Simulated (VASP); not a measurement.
# NaSnF3 (P4/mmm) in VASP: a series of runs

NaSnF3 is run at these levels: PBE, r2SCAN; tasks: single point.

Everything below comes from runs of VASP 6.6.1. Logs are shortened: lines on timing, memory, paths and dates and some standing lists are left out, and cuts for length are marked.

**1. The cell of the first run**

The structure is tetragonal, space group P4/mmm (No. 123). Conventional cell: a = 4.633 Å, b = 4.633 Å, c = 4.401 Å, α = 90.00°, β = 90.00°, γ = 90.00°. Na (site symmetry 4/mmm) has 12 F at 3.19 to 3.28 Å and 8 Sn at 3.95 Å within 4.2 Å. Sn (site symmetry 4/mmm) has 6 F at 2.20 to 2.32 Å within 2.9 Å. Within 2.9 Å of F (site symmetry 4/mmm) lie 2 Sn at 2.20 Å. Within 3.3 Å of F (site symmetry mmm) lie 2 Sn at 2.32 Å and 4 Na at 3.19 Å and 8 F at 3.19 to 3.28 Å.

**2. Single point, PBE (uniaxial z strain -5.0%)**

The input, INCAR:

```
SYSTEM = NaSnF3
ALGO = Normal
EDIFF = 1E-7
ENCUT = 520
GGA = PE
ISIF = 2
ISMEAR = -1
LASPH = .TRUE.
LCHARG = .FALSE.
LREAL = .FALSE.
LWAVE = .FALSE.
NBANDS = 29
NELM = 60
PREC = Accurate
SIGMA = 0.02
```

The input, KPOINTS:

```
k-points
0
G
  6 6 6
  0 0 0
```

The input, POSCAR:

```
NaSnF3
1.0
    4.6327168189      0.0000000000      0.0000000000
    0.0000000000      4.6327168189      0.0000000000
    0.0000000000      0.0000000000      4.4010809779
Na Sn F
1 1 3
Direct
    0.0000000000      0.0000000000      0.0000000000
    0.5000000000      0.5000000000      0.5000000000
    0.5000000000      0.5000000000      0.0000000000
    0.5000000000      0.0000000000      0.5000000000
    0.0000000000      0.5000000000      0.5000000000
```

Potentials or basis: VASP PAW PBE potentials, release 64 (Na_pv, Sn_d, F).

Started as:

```console
cat potpaw_PBE.64/Na_pv/POTCAR potpaw_PBE.64/Sn_d/POTCAR potpaw_PBE.64/F/POTCAR > POTCAR
mpirun -np 1 vasp_std > vasp.out
```

OUTCAR:

```text
SYSTEM = NaSnF3
   EDIFF = 1E-7
   ENCUT = 520
   GGA = PE
   ISIF = 2
   ISMEAR = -1
   LASPH = .TRUE.
   LREAL = .FALSE.
   NELM = 60
   PREC = Accurate

 ion  position               nearest neighbor table
   1  0.000  0.000  0.000-
   2  0.500  0.500  0.500-   3 2.20   3 2.20   5 2.32   4 2.32   4 2.32   5 2.32
   3  0.500  0.500  0.000-   2 2.20   2 2.20
   4  0.500  0.000  0.500-   2 2.32   2 2.32
   5  0.000  0.500  0.500-   2 2.32   2 2.32

  LATTYP: Found a simple tetragonal cell.
 ALAT       =     4.6327168189
 C/A-ratio  =     0.9500000000

  Lattice vectors:

 A1 = (   4.6327168189,   0.0000000000,   0.0000000000)
 A2 = (   0.0000000000,   4.6327168189,   0.0000000000)
 A3 = (   0.0000000000,   0.0000000000,   4.4010809779)

Analysis of symmetry for initial positions (statically):
=====================================================================
 Subroutine PRICEL returns:
 Original cell was already a primitive cell.

 Routine SETGRP: Setting up the symmetry group for a
 simple tetragonal supercell.

 Subroutine GETGRP returns: Found 16 space group operations
 (whereof 16 operations were pure point group operations)
 out of a pool of 16 trial point group operations.

The static configuration has the point symmetry D_4h.

Analysis of symmetry for dynamics (positions and initial velocities):
=====================================================================
 Subroutine PRICEL returns:
 Original cell was already a primitive cell.

 Routine SETGRP: Setting up the symmetry group for a
 simple tetragonal supercell.

 Subroutine GETGRP returns: Found 16 space group operations
 (whereof 16 operations were pure point group operations)
 out of a pool of 16 trial point group operations.

The dynamic configuration has the point symmetry D_4h.

 Subroutine INISYM returns: Found 16 space group operations
 (whereof 16 operations are pure point group operations),
 and found     1 'primitive' translations

----------------------------------------------------------------------------------------

                                     Primitive cell

  volume of cell :      94.4563

  direct lattice vectors                    reciprocal lattice vectors
     4.632716819  0.000000000  0.000000000     0.215856060  0.000000000  0.000000000
     0.000000000  4.632716819  0.000000000     0.000000000  0.215856060  0.000000000
[... 85 lines left out ...]
   ISPIN  =      1    spin polarized calculation?
   LNONCOLLINEAR =      F non collinear calculations
   LSORBIT =      F    spin-orbit coupling
   LASPH  =      T    aspherical Exc in radial PAW
   ENCUT  =  520.0 eV  38.22 Ry    6.18 a.u.   8.61  8.61  8.18*2*pi/ulx,y,z
   NELM   =     60;   NELMIN=  2; NELMDL= -5     # of ELM steps
   EDIFF  = 0.1E-06   stopping-criterion for ELM
   LREAL  =      F    real-space projection
   EDIFFG = 0.1E-05   stopping-criterion for IOM
   NSW    =      0    number of steps for IOM
   IBRION =     -1    ionic relax: 0-MD 1-quasi-New 2-CG
   NFREE  =      0    steps in history (QN), initial steepest desc. (CG)
   ISIF   =      2    stress and relaxation
   ISYM   =      2    0-nonsym 1-usesym 2-fastsym
   POTIM  = 0.5000    time-step for ionic-motion
   TEBEG  =    0.0;   TEEND  =   0.0 temperature during run
   PSTRESS=    0.0 pullay stress
   NELECT =      42.0000    total number of electrons
   NUPDOWN=      -1.0000    fix difference up-down
   EMIN   =  10.00;   EMAX   =-10.00  energy-range for DOS
   EFERMI =   0.00;   METHOD = LEGACY
   ISMEAR =    -1;   SIGMA  =   0.02  broadening in eV -4-tet -1-fermi 0-gaus
   EFERMI_NEDOS =   21; number of points for ismear=-14 and -15
   IALGO  =     38    algorithm
   IMIX   =      4    mixing-type and parameters
     AMIX     =   0.40;   BMIX     =  1.00
     AMIX_MAG =   1.60;   BMIX_MAG =  1.00
  volume/ion in A,a.u.               =      18.89       127.48
  Fermi-wavevector in a.u.,A,eV,Ry     =   1.249533  2.361274 21.243212  1.561332
  Thomas-Fermi vector in A             =   2.383569
   LORBIT       =      0    0 simple, 1 ext, 2 COOP (PROOUT), +10 PAW based schemes
   GGA     = PE    functional components
   LHFCALC =     F    Hartree Fock is set to
   AEXX    =    0.0000 exact exchange contribution
   IVDW    =     0    specifies the selected vdW correction
   LEPSILON=     F    determine dielectric tensor
   LRPA    =     F    only Hartree local field effects (RPA)
 non-spin polarized calculation
  energy-cutoff  :      520.00
  volume of cell :       94.46
 maximum number of plane-waves:      2568
 NGX is ok and might be reduce to    36
   NGX = 17   NGY = 17   NGZ = 17

 number of electron      42.0000019 magnetization

 Free energy of the ion-electron system (eV)
  ---------------------------------------------------
  ext. energy  EPLUGINS =         0.00000000
  ---------------------------------------------------
  free energy    TOTEN  =       -21.50308532 eV

  energy without entropy =      -21.50308525  energy(sigma->0) =      -21.50308529

 E-fermi :   4.3135     XC(G=0):  -8.1337

 val. band max:        4.0913892875   @ k =   0.5000   0.5000   0.5000
 cond. band min:       4.5506406470   @ k =   0.5000   0.0000   0.0000
 fundamental gap:      0.4592513595
 Fermi energy:         4.3134702677

 k-point     1 :       0.0000    0.0000    0.0000
  band No.  band energies     occupation
      1     -22.8670      2.00000
      2     -22.8670      2.00000
      3     -22.8636      2.00000
      4     -21.5294      2.00000
      5     -20.9594      2.00000
      6     -20.9308      2.00000
[... 757 lines left out ...]
     28      10.3748      0.00000
     29      12.6368      0.00000

 [... further k-points ...]
[... 5 lines left out ...]
  --------------------------------------------------------------------------------------
  -------------------------------------------------------------------------------------
  Total        1.5995730      1.5995730      4.8251401      0.0000000     -0.0000000      0.0000000
  in kB       27.1321238     27.1321238     81.8445272      0.0000000     -0.0000000      0.0000000
  external PRESSURE =      45.3695916 kB  Pullay stress =       0.0000000 kB

 VOLUME and BASIS-vectors are now :
 -----------------------------------------------------------------------------
  energy-cutoff  :      520.00
  volume of cell :       94.46
      direct lattice vectors                 reciprocal lattice vectors
     4.632716819  0.000000000  0.000000000     0.215856060  0.000000000  0.000000000
     0.000000000  4.632716819  0.000000000     0.000000000  0.215856060  0.000000000
     0.000000000  0.000000000  4.401080978     0.000000000  0.000000000  0.227216905

 POSITION                                       TOTAL-FORCE (eV/Angst)
 -----------------------------------------------------------------------------------
      0.00000      0.00000      0.00000         0.000000      0.000000      0.000000
      2.31636      2.31636      2.20054         0.000000      0.000000      0.000000
      2.31636      2.31636      0.00000         0.000000      0.000000      0.000000
      2.31636      0.00000      2.20054         0.000000      0.000000      0.000000
      0.00000      2.31636      2.20054         0.000000      0.000000      0.000000
 -----------------------------------------------------------------------------------
    total drift:                                0.000000      0.000000      0.000000

  FREE ENERGIE OF THE ION-ELECTRON SYSTEM (eV)
  ---------------------------------------------------
  free  energy   TOTEN  =       -21.5030853202 eV

  energy  without entropy=      -21.5030852502  energy(sigma->0) =      -21.50308529
```

OSZICAR:

```text
N       E                     dE             d eps       ncg     rms          rms(c)
DAV:   1     0.503890470024E+03    0.50389E+03   -0.21567E+04  2449   0.183E+03
DAV:   2     0.439146580057E+02   -0.45998E+03   -0.43695E+03  2615   0.522E+02
DAV:   3    -0.217514430726E+02   -0.65666E+02   -0.64582E+02  2596   0.182E+02
DAV:   4    -0.242085441982E+02   -0.24571E+01   -0.24516E+01  2659   0.393E+01
DAV:   5    -0.242714567854E+02   -0.62913E-01   -0.62909E-01  2709   0.628E+00    0.952E+00
DAV:   6    -0.216069599221E+02    0.26645E+01   -0.98901E+00  3160   0.221E+01    0.358E+00
DAV:   7    -0.215543290407E+02    0.52631E-01   -0.43432E-01  2630   0.457E+00    0.178E+00
DAV:   8    -0.215043824826E+02    0.49947E-01   -0.84439E-02  2796   0.325E+00    0.282E-01
DAV:   9    -0.215028627588E+02    0.15197E-02   -0.10319E-02  2969   0.811E-01    0.167E-01
DAV:  10    -0.215030947299E+02   -0.23197E-03   -0.19047E-03  2709   0.409E-01    0.368E-02
DAV:  11    -0.215030766420E+02    0.18088E-04   -0.20156E-04  3130   0.130E-01    0.164E-02
DAV:  12    -0.215030843210E+02   -0.76790E-05   -0.26976E-05  2819   0.552E-02    0.954E-03
DAV:  13    -0.215030854066E+02   -0.10855E-05   -0.13552E-05  2922   0.341E-02    0.496E-03
DAV:  14    -0.215030853886E+02    0.17966E-07   -0.17506E-06  2627   0.120E-02    0.266E-03
DAV:  15    -0.215030852765E+02    0.11212E-06   -0.70685E-07  2729   0.817E-03    0.646E-04
DAV:  16    -0.215030853202E+02   -0.43700E-07   -0.55076E-08  1452   0.248E-03
   1 F= -.21503085E+02 E0= -.21503085E+02  d E =-.699886E-07
```

Run time: 1.9 min. Hardware: 1 thread of Oxide Virtual Turin-like, shared host; peak memory 0.22 GiB.

What came out:

```yaml
Free_energy: -21.5031 eV
Pressure: 4.5 GPa
Band_gap_on_the_k_mesh: 0.46 eV (least direct gap 1.43 eV)
```

Stress tensor (GPa, compression positive):
```
2.71 0.00 0.00
0.00 2.71 0.00
0.00 0.00 8.18
```

Levels at points of the mesh, in eV from the valence-band top:
```
           k point  band 18  band 19  band 20  band 21  band 22  band 23  band 24  band 25
(0.00, 0.00, 0.00)    -6.07    -6.07    -6.01    -5.76     0.50     4.39     4.39     5.13
(0.50, 0.00, 0.00)    -6.19    -6.14    -6.06    -3.00     0.46     3.52     4.45     4.60
(0.50, 0.50, 0.00)    -6.13    -6.13    -5.72    -1.50     1.36     1.36     2.10     5.04
(0.00, 0.00, 0.50)    -6.12    -6.06    -6.06    -2.69     0.75     3.48     4.42     4.42
(0.50, 0.00, 0.50)    -6.38    -6.17    -5.81    -1.24     1.37     1.70     2.26     4.22
(0.50, 0.50, 0.50)    -5.81    -5.81    -5.72     0.00     1.43     1.43     1.85     2.40
```

Caveat: the cell differs from its parent crystal (uniaxial z strain -5.0%); the stress differs along the axes, from 3 to 8 GPa; semilocal functionals underestimate gaps, and a narrow one can read as zero; spin-orbit coupling is left out, which moves the levels of the heavy elements. A k mesh can miss the band edges.

(Part 1 of 2 ends here.)
